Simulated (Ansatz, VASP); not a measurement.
MnSbSe2S: VASP beside Ansatz

File POSCAR:

```
MnSbSe2S
1.0
    0.0000000000      3.8280780000      0.0000000000
    6.3165800000     -1.9140390000      0.0000000000
    0.2124370000      0.0000000000     -9.5823070000
S Sb Se Mn
2 2 4 2
Direct
    0.3633600000      0.7267200000      0.9229000000
    0.6366400000      0.2732800000      0.0771000000
    0.2938500000      0.5877000000      0.3152400000
    0.7061500000      0.4123000000      0.6847600000
    0.0744200000      0.1488400000      0.7419900000
    0.9255800000      0.8511600000      0.2580100000
    0.3611000000      0.7222000000      0.5547700000
    0.6389000000      0.2778000000      0.4452300000
    0.0000000000      0.0000000000      0.5000000000
    0.0000000000      0.0000000000      0.0000000000
```

Contents of INCAR.step1:

```
  PREC = Accurate
  ENCUT = 520
  ISMEAR = -1
  SIGMA = 0.1
  LREAL = False
  LASPH = True
  NELM = 60
  NBANDS = 47
  GGA = PE
  ALGO = Normal
  EDIFF = 1E-4
  LWAVE = True
  LCHARG = False
```

Contents of INCAR.step2:

```
  PREC = Accurate
  ENCUT = 520
  EDIFF = 1E-7
  ISMEAR = -1
  SIGMA = 0.1
  LREAL = False
  LASPH = True
  NELM = 60
  ALGO = Normal
  ISIF = 2
  LWAVE = False
  LCHARG = False
  METAGGA = R2SCAN
  LMIXTAU = True
  NBANDS = 47
  ISTART = 1
```

KPOINTS

```
Automatic mesh
0
Gamma
  5 5 2
```

Input for Ansatz:

```yaml
crystal:
  lattice:
    - [0.0, 3.828078, 0.0]
    - [6.31658, -1.914039, 0.0]
    - [0.212437, 0.0, -9.582307]
  atoms:
    - { symbol: S, position: [0.36336, 0.72672, 0.9229] }
    - { symbol: S, position: [0.63664, 0.27328, 0.0771] }
    - { symbol: Sb, position: [0.29385, 0.5877, 0.31524] }
    - { symbol: Sb, position: [0.70615, 0.4123, 0.68476] }
    - { symbol: Se, position: [0.07442, 0.14884, 0.74199] }
    - { symbol: Se, position: [0.92558, 0.85116, 0.25801] }
    - { symbol: Se, position: [0.3611, 0.7222, 0.55477] }
    - { symbol: Se, position: [0.6389, 0.2778, 0.44523] }
    - { symbol: Mn, position: [0.0, 0.0, 0.5] }
    - { symbol: Mn, position: [0.0, 0.0, 0.0] }
  symmetry: { tolerance: 0.0003 }
kpoints:
  mp_grid: { grid: [5, 5, 2], shift: [0, 0, 0] }
magnetization:
  spin_polarized: false
scf:
  occupations: { method: fermi_dirac }
hamiltonian:
  pseudopotentials: { kind: paw }
  xc: r2scan
basis:
  ecutwfc: 500
output:
  forces: true
  stress: true
  eigenvalues: true
```

Alike in both runs: task single point; functional r2SCAN; k mesh 5 × 5 × 2; no spin polarisation.

|  | VASP | Ansatz |
| --- | --- | --- |
| version | VASP 6.6.1 | Ansatz 0.2.0 |
| potentials or method | VASP PAW PBE potentials, release 64 (S, Sb, Se, Mn_pv), cutoff 520 eV | PAW plane waves |
| occupations | fermi-dirac, width 0.1 eV | fermi-dirac |
| valence electrons in the cell | 72 | 136 |

|  | VASP | Ansatz | Ansatz less VASP |
| --- | --- | --- | --- |
| gap on the k mesh at the Fermi level (eV) | none | none | - |
| pressure (GPa) | -2.8 | -2.9 | -0.14 |
| traceless stress, the component that is largest in VASP (GPa) | 2.62 | 2.54 | -0.079 |
| rms of the force components (eV/Å) | 1.275 | 1.252 | -0.0234 |

VASP's potentials were made for PBE, not for r2SCAN. Atom by atom the forces differ by 0.035 eV/Å (rms over components). A gap of «none» marks a metal or a gap that the smearing closes. VASP's potentials hold 72 valence electrons a cell and Ansatz's 136, so a difference there can come from the potentials and not from the codes.

Spin-orbit coupling is off throughout.
